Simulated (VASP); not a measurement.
# WS2 (R3m) in VASP: further runs

The runs below take WS2 through single point, with PBEsol.

All numbers are computed with VASP 6.6.1; they aren't measurements. Logs are shortened: lines on timing, memory, paths and dates and some standing lists are left out, and cuts for length are marked.

### Step 1. The cell of the first run

Symmetry: R3m, No. 160, trigonal system. The conventional cell has a = 3.053 Å, b = 3.053 Å, c = 19.685 Å, α = 90.00°, β = 90.00°, γ = 120.00°. W (site symmetry 3m) has 6 S at 2.39 Å and 6 W at 3.05 Å within 3.2 Å. Within 3.3 Å of S (site symmetry 3m) lie 3 W at 2.39 Å and 7 S at 3.05 to 3.23 Å. S (site symmetry 3m) has 3 W at 2.39 Å and 7 S at 3.05 to 3.23 Å within 3.3 Å.

### Step 2. Single point, PBEsol (strain -0.030 along x and y, +0.030 along z)

The input, INCAR:

```
  ALGO = Normal
  EDIFF = 1E-6
  ENCUT = 520
  GGA = PS
  ISIF = 2
  ISMEAR = 0
  LASPH = True
  LCHARG = True
  LELF = True
  LREAL = False
  LVHAR = True
  LWAVE = False
  NBANDS = 20
  NELM = 80
  PREC = Accurate
  SIGMA = 0.05
```

The input, KPOINTS:

```
k-points
0
Gamma
  12 12 12
```

The input, POSCAR:

```
WS2
1.0
    1.5265893002      0.8813767434      6.5615786845
   -1.5265893002      0.8813767434      6.5615786845
    0.0000000000     -1.7627534868      6.5615786845
W S
1 2
Direct
    0.9993284863      0.9993284863      0.9993284863
    0.7479630314      0.7479630314      0.7479630314
    0.5840084823      0.5840084823      0.5840084823
```

Potentials or basis: VASP PAW PBE potentials, release 64 (W_sv, S).

The run is started by

```bash
> cat potpaw_PBE.64/W_sv/POTCAR potpaw_PBE.64/S/POTCAR > POTCAR
> mpirun -np 1 vasp_std > vasp.out
```

OUTCAR:

```text
EDIFF = 1E-6
   ENCUT = 520
   GGA = PS
   ISIF = 2
   ISMEAR = 0
   LASPH = True
   LREAL = False
   NELM = 80
   PREC = Accurate

 ion  position               nearest neighbor table
   1  0.999  0.999  0.999-   2 2.39   2 2.39   2 2.39   3 2.39   3 2.39   3 2.39
   2  0.748  0.748  0.748-   1 2.39   1 2.39   1 2.39
   3  0.584  0.584  0.584-   1 2.39   1 2.39   1 2.39

  LATTYP: Found a trigonal (rhomboedric) cell.
 ALAT       =     6.7942339295
 COS(alpha) =     0.8990297498

  Lattice vectors:

 A1 = (   1.5265893002,   0.8813767434,   6.5615786845)
 A2 = (  -1.5265893002,   0.8813767434,   6.5615786845)
 A3 = (   0.0000000000,  -1.7627534868,   6.5615786845)

Analysis of symmetry for initial positions (statically):
=====================================================================
 Subroutine PRICEL returns:
 Original cell was already a primitive cell.

 Routine SETGRP: Setting up the symmetry group for a
 trigonal (rhombohedral) supercell.

 Subroutine GETGRP returns: Found  6 space group operations
 (whereof  6 operations were pure point group operations)
 out of a pool of 12 trial point group operations.

The static configuration has the point symmetry C_3v.

Analysis of symmetry for dynamics (positions and initial velocities):
=====================================================================
 Subroutine PRICEL returns:
 Original cell was already a primitive cell.

 Routine SETGRP: Setting up the symmetry group for a
 trigonal (rhombohedral) supercell.

 Subroutine GETGRP returns: Found  6 space group operations
 (whereof  6 operations were pure point group operations)
 out of a pool of 12 trial point group operations.

The dynamic configuration has the point symmetry C_3v.

 Subroutine INISYM returns: Found  6 space group operations
 (whereof  6 operations are pure point group operations),
 and found     1 'primitive' translations

----------------------------------------------------------------------------------------

                                     Primitive cell

  volume of cell :      52.9716

  direct lattice vectors                    reciprocal lattice vectors
     1.526589300  0.881376743  6.561578684     0.327527515  0.189098099  0.050800783
    -1.526589300  0.881376743  6.561578684    -0.327527515  0.189098099  0.050800783
     0.000000000 -1.762753487  6.561578684     0.000000000 -0.378196198  0.050800783

  length of vectors
     6.794233929  6.794233929  6.794233929     0.381592824  0.381592824  0.381592824

  position of ions in fractional coordinates (direct lattice)
     0.999328486  0.999328486  0.999328486
     0.747963031  0.747963031  0.747963031
     0.584008482  0.584008482  0.584008482

  ion indices of the primitive-cell ions
   primitive index   ion index
                 1           1
                 2           2
                 3           3

----------------------------------------------------------------------------------------

 KPOINTS: k-points

Automatic generation of k-mesh.
 Grid dimensions read from file:
 generate k-points for:   12   12   12

 Generating k-lattice:

  Cartesian coordinates                     Fractional coordinates (reciprocal lattice)
     0.027293960  0.015758175  0.004233399     0.083333333 -0.000000000  0.000000000
    -0.027293960  0.015758175  0.004233399    -0.000000000  0.083333333  0.000000000
     0.000000000 -0.031516350  0.004233399     0.000000000  0.000000000  0.083333333

  Length of vectors
     0.031799402  0.031799402  0.031799402

  Shift w.r.t. Gamma in fractional coordinates (k-lattice)
     0.000000000  0.000000000  0.000000000

 Subroutine IBZKPT returns following result:
 ===========================================

 Found    189 irreducible k-points:

 Following reciprocal coordinates:
            Coordinates               Weight
  0.000000  0.000000  0.000000      1.000000
  0.083333  0.000000  0.000000      6.000000
  0.166667  0.000000  0.000000      6.000000
  0.250000 -0.000000  0.000000      6.000000
  0.333333 -0.000000  0.000000      6.000000
  0.416667 -0.000000  0.000000      6.000000
[... 16 lines left out ...]
  0.500000  0.166667  0.000000     12.000000
 -0.416667  0.166667  0.000000     12.000000
 [... further k-points ...]
   k-points           NKPTS =    189   k-points in BZ     NKDIM =    189   number of bands    NBANDS=     20
   number of dos      NEDOS =    301   number of ions     NIONS =      3
   total plane-waves  NPLWV = 157464
   dimension x,y,z NGX =    54 NGY =   54 NGZ =   54
   dimension x,y,z NGXF=   108 NGYF=  108 NGZF=  108
   ions per type =               1   2
   NGX,Y,Z   is equivalent  to a cutoff of  13.21, 13.21, 13.21 a.u.
   NGXF,Y,Z  is equivalent  to a cutoff of  26.43, 26.43, 26.43 a.u.
 SYSTEM =  unknown system
   PREC   = accura    normal or accurate (medium, high low for compatibility)
   ISTART =      0    job   : 0-new  1-cont  2-samecut
   ICHARG =      2    charge: 1-file 2-atom 10-const
   ISPIN  =      1    spin polarized calculation?
   LNONCOLLINEAR =      F non collinear calculations
   LSORBIT =      F    spin-orbit coupling
   LASPH  =      T    aspherical Exc in radial PAW
   ENCUT  =  520.0 eV  38.22 Ry    6.18 a.u.  12.63 12.63 12.63*2*pi/ulx,y,z
   NELM   =     80;   NELMIN=  2; NELMDL= -5     # of ELM steps
   EDIFF  = 0.1E-05   stopping-criterion for ELM
   LREAL  =      F    real-space projection
   EDIFFG = 0.1E-04   stopping-criterion for IOM
   NSW    =      0    number of steps for IOM
   IBRION =     -1    ionic relax: 0-MD 1-quasi-New 2-CG
   NFREE  =      0    steps in history (QN), initial steepest desc. (CG)
   ISIF   =      2    stress and relaxation
   ISYM   =      2    0-nonsym 1-usesym 2-fastsym
   POTIM  = 0.5000    time-step for ionic-motion
   TEBEG  =    0.0;   TEEND  =   0.0 temperature during run
   PSTRESS=    0.0 pullay stress
   NELECT =      26.0000    total number of electrons
   NUPDOWN=      -1.0000    fix difference up-down
   EMIN   =  10.00;   EMAX   =-10.00  energy-range for DOS
   EFERMI =   0.00;   METHOD = LEGACY
   ISMEAR =     0;   SIGMA  =   0.05  broadening in eV -4-tet -1-fermi 0-gaus
   EFERMI_NEDOS =   21; number of points for ismear=-14 and -15
   IALGO  =     38    algorithm
   IMIX   =      4    mixing-type and parameters
     AMIX     =   0.40;   BMIX     =  1.00
     AMIX_MAG =   1.60;   BMIX_MAG =  1.00
  volume/ion in A,a.u.               =      17.66       119.16
  Fermi-wavevector in a.u.,A,eV,Ry     =   1.291372  2.440340 22.689654  1.667643
  Thomas-Fermi vector in A             =   2.423146
   LORBIT       =      0    0 simple, 1 ext, 2 COOP (PROOUT), +10 PAW based schemes
   GGA     = PS    functional components
   LHFCALC =     F    Hartree Fock is set to
   AEXX    =    0.0000 exact exchange contribution
   IVDW    =     0    specifies the selected vdW correction
   LEPSILON=     F    determine dielectric tensor
   LRPA    =     F    only Hartree local field effects (RPA)
 non-spin polarized calculation
 Gauss-broadening in eV      SIGMA  =   0.05
  energy-cutoff  :      520.00
  volume of cell :       52.97
 maximum number of plane-waves:      1452
 NGX is ok and might be reduce to    54
   NGX = 25   NGY = 25   NGZ = 25

 number of electron      26.0000000 magnetization

 Free energy of the ion-electron system (eV)
  ---------------------------------------------------
  ext. energy  EPLUGINS =         0.00000000
  ---------------------------------------------------
  free energy    TOTEN  =       -25.17488655 eV

  energy without entropy =      -25.17488655  energy(sigma->0) =      -25.17488655

 E-fermi :   7.0161     XC(G=0): -11.0421

 val. band max:        6.8153850965   @ k =   0.5000   0.5000   0.5000
 cond. band min:       8.2053190795   @ k =  -0.1667   0.1667   0.0000
 fundamental gap:      1.3899339830
 Fermi energy:         7.0161049096

 k-point     1 :       0.0000    0.0000    0.0000
  band No.  band energies     occupation
      1     -67.0281      2.00000
      2     -31.3801      2.00000
      3     -31.0579      2.00000
      4     -31.0579      2.00000
      5      -8.4421      2.00000
      6      -6.6488      2.00000
[... 12 lines left out ...]
     19      15.0067      0.00000
     20      15.8130      0.00000

 k-point     2 :       0.0833    0.0000    0.0000
  band No.  band energies     occupation
      1     -67.0261      2.00000
      2     -31.3737      2.00000
      3     -31.0932      2.00000
      4     -31.0660      2.00000
      5      -8.3073      2.00000
      6      -6.5976      2.00000
[... 12 lines left out ...]
     19      15.1948      0.00000
     20      16.3272      0.00000

 k-point     3 :       0.1667    0.0000    0.0000
  band No.  band energies     occupation
      1     -67.0205      2.00000
      2     -31.3561      2.00000
      3     -31.1887      2.00000
      4     -31.0881      2.00000
      5      -7.9211      2.00000
      6      -6.4510      2.00000
[... 12 lines left out ...]
     19      15.8732      0.00000
     20      16.6881      0.00000

 k-point     4 :       0.2500   -0.0000    0.0000
  band No.  band energies     occupation
      1     -67.0129      2.00000
      2     -31.3320      2.00000
      3     -31.3168      2.00000
      4     -31.1180      2.00000
      5      -7.3383      2.00000
      6      -6.2315      2.00000
[... 12 lines left out ...]
     19      15.7022      0.00000
     20      16.2514      0.00000

 k-point     5 :       0.3333   -0.0000    0.0000
  band No.  band energies     occupation
      1     -67.0054      2.00000
      2     -31.4423      2.00000
      3     -31.3078      2.00000
      4     -31.1477      2.00000
      5      -6.6586      2.00000
      6      -5.9838      2.00000
[... 12 lines left out ...]
     19      14.8163      0.00000
     20      15.2097      0.00000

 k-point     6 :       0.4167   -0.0000    0.0000
  band No.  band energies     occupation
      1     -66.9998      2.00000
      2     -31.5327      2.00000
      3     -31.2900      2.00000
      4     -31.1694      2.00000
      5      -6.0564      2.00000
      6      -5.7793      2.00000
[... 12 lines left out ...]
     19      14.0843      0.00000
     20      14.7226      0.00000

 k-point     7 :       0.5000   -0.0000    0.0000
  band No.  band energies     occupation
      1     -66.9978      2.00000
      2     -31.5654      2.00000
      3     -31.2835      2.00000
      4     -31.1773      2.00000
      5      -5.7978      2.00000
      6      -5.7001      2.00000
[... 12 lines left out ...]
     19      13.9530      0.00000
     20      14.6221      0.00000
[... 277 lines left out ...]
 k-point    20 :       0.2500    0.1667    0.0000
  band No.  band energies     occupation
      1     -67.0157      2.00000
      2     -31.3408      2.00000
      3     -31.2639      2.00000
      4     -31.1135      2.00000
      5      -7.5460      2.00000
      6      -6.3385      2.00000
[... 12 lines left out ...]
     19      16.0465      0.00000
     20      16.5913      0.00000

 k-point    21 :       0.3333    0.1667    0.0000
  band No.  band energies     occupation
      1     -67.0092      2.00000
      2     -31.3558      2.00000
      3     -31.3199      2.00000
      4     -31.1578      2.00000
      5      -6.9993      2.00000
      6      -6.1328      2.00000
[... 12 lines left out ...]
     19      15.7114      0.00000
     20      16.3342      0.00000

 k-point    22 :       0.4167    0.1667    0.0000
  band No.  band energies     occupation
      1     -67.0026      2.00000
      2     -31.4417      2.00000
      3     -31.2989      2.00000
      4     -31.2067      2.00000
      5      -6.3702      2.00000
      6      -5.8917      2.00000
[... 12 lines left out ...]
     19      15.2255      0.00000
     20      16.1334      0.00000

 k-point    23 :       0.5000    0.1667    0.0000
  band No.  band energies     occupation
      1     -66.9978      2.00000
      2     -31.5022      2.00000
      3     -31.2835      2.00000
      4     -31.2440      2.00000
      5      -5.8306      2.00000
      6      -5.6820      2.00000
[... 12 lines left out ...]
     19      15.2405      0.00000
     20      16.0667      0.00000

 k-point    24 :      -0.4167    0.1667    0.0000
  band No.  band energies     occupation
      1     -66.9960      2.00000
      2     -31.5240      2.00000
      3     -31.2779      2.00000
      4     -31.2579      2.00000
      5      -5.6142      2.00000
      6      -5.5905      2.00000
[... 12 lines left out ...]
     19      15.6398      0.00000
     20      16.0869      0.00000

 [... further k-points ...]

------------------------ aborting loop because EDIFF is reached ----------------------------------------

  FORCE on cell =-STRESS in cart. coord.  units (eV):
  Direction    XX          YY          ZZ          XY          YZ          ZX
  --------------------------------------------------------------------------------------
  -------------------------------------------------------------------------------------
  Total        2.9195060      2.9195060     -0.7109040      0.0000000      0.0000000      0.0000000
  in kB       88.3032249     88.3032249    -21.5019650      0.0000000      0.0000000      0.0000000
  external PRESSURE =      51.7014949 kB  Pullay stress =       0.0000000 kB

 VOLUME and BASIS-vectors are now :
 -----------------------------------------------------------------------------
  energy-cutoff  :      520.00
  volume of cell :       52.97
      direct lattice vectors                 reciprocal lattice vectors
     1.526589300  0.881376743  6.561578684     0.327527515  0.189098099  0.050800783
    -1.526589300  0.881376743  6.561578684    -0.327527515  0.189098099  0.050800783
     0.000000000 -1.762753487  6.561578684     0.000000000 -0.378196198  0.050800783

 POSITION                                       TOTAL-FORCE (eV/Angst)
 -----------------------------------------------------------------------------------
      0.00000      0.00000     19.67152         0.000000      0.000000     -0.000390
      0.00000      0.00000     14.72345         0.000000     -0.000000     -0.203938
      0.00000      0.00000     11.49605         0.000000      0.000000      0.204328
 -----------------------------------------------------------------------------------
    total drift:                                0.000000      0.000000     -0.000031

  FREE ENERGIE OF THE ION-ELECTRON SYSTEM (eV)
  ---------------------------------------------------
  free  energy   TOTEN  =       -25.1748865474 eV

  energy  without entropy=      -25.1748865474  energy(sigma->0) =      -25.17488655
```

Run time: 8.6 min. Hardware: 1 thread of AMD EPYC 9R45 (Zen 5), shared host; peak memory 0.48 GiB.

Results:

```yaml
Free_energy: -25.1749 eV
Pressure: 5.2 GPa
Largest_force: 0.204 eV/Å
Band_gap_on_the_k_mesh: 1.39 eV (least direct gap 2.36 eV)
```

Forces on the atoms (eV/Å):
```
W    0.000  0.000  0.000
S    0.000  0.000 -0.204
S    0.000  0.000  0.204
```

Levels at points of the mesh, in eV from the valence-band top:
```
           k point  band 10  band 11  band 12  band 13  band 14  band 15  band 16  band 17
(0.00, 0.00, 0.00)    -1.72    -1.26    -1.26    -1.14     3.17     3.17     3.27     3.27
(0.50, 0.00, 0.00)    -3.34    -2.38    -1.21    -0.87     3.25     3.48     4.27     4.71
(0.50, 0.50, 0.00)    -3.30    -2.79    -1.03    -0.98     3.46     3.49     3.91     5.01
(0.50, 0.50, 0.50)    -2.60    -1.25    -1.25     0.00     3.19     3.19     3.23     3.23
```

Caveat: the cell differs from its parent crystal (strain -0.030 along x and y, +0.030 along z); the stress differs along the axes, from -2 to 9 GPa; the PAW data sets were made with another functional, which shifts forces and pressure a little; spin-orbit coupling is left out, which moves the levels of the heavy elements.

### Step 3. Single point, PBEsol (strain +0.000 along x and y, -0.030 along z)

The input, INCAR:

```
  PREC = Accurate
  ENCUT = 520
  EDIFF = 1E-6
  ISMEAR = 0
  SIGMA = 0.05
  LREAL = False
  LASPH = True
  NELM = 100
  ALGO = Normal
  ISIF = 2
  LWAVE = False
  LCHARG = False
  GGA = PS
  NBANDS = 20
```

The input, KPOINTS:

```
Automatic mesh
0
Gamma
  12 12 12
```

The input, POSCAR:

```
WS2
1.0
    1.5738034023      0.9086358179      6.1793507999
   -1.5738034023      0.9086358179      6.1793507999
    0.0000000000     -1.8172716359      6.1793507999
W S
1 2
Direct
    0.9993284863      0.9993284863      0.9993284863
    0.7479630314      0.7479630314      0.7479630314
    0.5840084823      0.5840084823      0.5840084823
```

Potentials or basis: VASP PAW PBE potentials, release 64 (W_sv, S).

The run is started by

```bash
> cat potpaw_PBE.64/W_sv/POTCAR potpaw_PBE.64/S/POTCAR > POTCAR
> mpirun -np 1 vasp_std > vasp.out
```

It took 5.5 min on 1 thread of AMD EPYC 9R45 (Zen 5), shared host; peak memory 0.4 GiB.

It converged, with:

| Property | Result |
| --- | --- |
| Free energy | -25.2234 eV |
| Pressure | 5.8 GPa |
| Largest force | 1.020 eV/Å |
| Band gap on the k mesh | 0.96 eV (least direct gap 1.80 eV) |

Forces on the atoms (eV/Å):
```
W    0.000  0.000  0.000
S    0.000  0.000  1.020
S    0.000  0.000 -1.020
```

Stress tensor (GPa, compression positive):
```
3.78 0.00 0.00
0.00 3.78 0.00
0.00 0.00 9.72
```

Levels at points of the mesh, in eV from the valence-band top:
| k point | band 11 | band 12 | band 13 | band 14 | band 15 | band 16 |
| --- | --- | --- | --- | --- | --- | --- |
| (0.00, 0.00, 0.00) | -2.60 | -1.66 | -1.24 | 2.16 | 2.16 | 2.58 |
| (0.50, 0.00, 0.00) | -2.62 | -2.07 | -1.85 | 2.17 | 2.57 | 3.55 |
| (0.50, 0.50, 0.00) | -3.17 | -2.22 | -1.70 | 2.13 | 2.69 | 3.16 |
| (0.50, 0.50, 0.50) | -2.57 | -2.57 | 0.00 | 2.24 | 2.24 | 2.46 |

Caveat: the cell differs from its parent crystal (strain +0.000 along x and y, -0.030 along z); the stress differs along the axes, from 4 to 10 GPa; the PAW data sets were made with another functional, which shifts forces and pressure a little; spin-orbit coupling is left out, which moves the levels of the heavy elements.

### Step 4. Single point, PBEsol (strain -0.015 along x and y, +0.000 along z)

The input, INCAR:

```
SYSTEM = WS2
ALGO = Normal
EDIFF = 1E-7
ENCUT = 520
GGA = PS
ISIF = 2
ISMEAR = 0
LASPH = .True.
LCHARG = .False.
LREAL = .False.
LWAVE = .False.
NBANDS = 20
NELM = 60
PREC = Accurate
SIGMA = 0.05
```

The input, KPOINTS:

```
k-points
0
Gamma
  12 12 12
  0 0 0
```

The input, POSCAR:

```
WS2
1.0
    1.5501963512      0.8950062807      6.3704647422
   -1.5501963512      0.8950062807      6.3704647422
    0.0000000000     -1.7900125614      6.3704647422
W S
1 2
Direct
    0.9993284863      0.9993284863      0.9993284863
    0.7479630314      0.7479630314      0.7479630314
    0.5840084823      0.5840084823      0.5840084823
```

The run is started by

```bash
> cat potpaw_PBE.64/W_sv/POTCAR potpaw_PBE.64/S/POTCAR > POTCAR
> mpirun -np 1 vasp_std > vasp.out
```

Run time: 7.6 min. Hardware: 1 thread of AMD EPYC 9R45 (Zen 5), shared host; peak memory 0.43 GiB.

Results (log left out):

```
Free energy            : -25.2423 eV
Pressure               : 5.3 GPa
Largest force          : 0.389 eV/Å
Band gap on the k mesh : 1.20 eV (least direct gap 2.12 eV)
```

Forces in eV/Å, atoms in the order of the input:
```
W    0.000  0.000  0.000
S    0.000  0.000  0.389
S    0.000  0.000 -0.388
```

Stress tensor (GPa, compression positive):
```
6.08 0.00 0.00
0.00 6.08 0.00
0.00 0.00 3.74
```

Levels at points of the mesh, in eV from the valence-band top:
```
           k point  band 9  band 10  band 11  band 12  band 13  band 14  band 15  band 16  band 17  band 18
(0.00, 0.00, 0.00)   -3.28    -1.96    -1.96    -1.72    -1.21     2.64     2.64     2.90     2.90     5.21
(0.50, 0.00, 0.00)   -5.22    -3.94    -2.52    -1.55    -1.48     2.80     2.95     3.94     4.37     4.76
(0.50, 0.50, 0.00)   -4.98    -3.89    -3.00    -1.61    -1.37     2.77     3.14     3.54     4.74     5.22
(0.50, 0.50, 0.50)   -3.29    -3.29    -1.94    -1.94     0.00     2.70     2.70     2.81     2.81     5.40
```

Caveat: the cell differs from its parent crystal (strain -0.015 along x and y, +0.000 along z); the cell stands under pressure; the PAW data sets were made with another functional, which shifts forces and pressure a little; spin-orbit coupling is left out, which moves the levels of the heavy elements. A k mesh can miss the band edges.

[end of part 1 of 2]
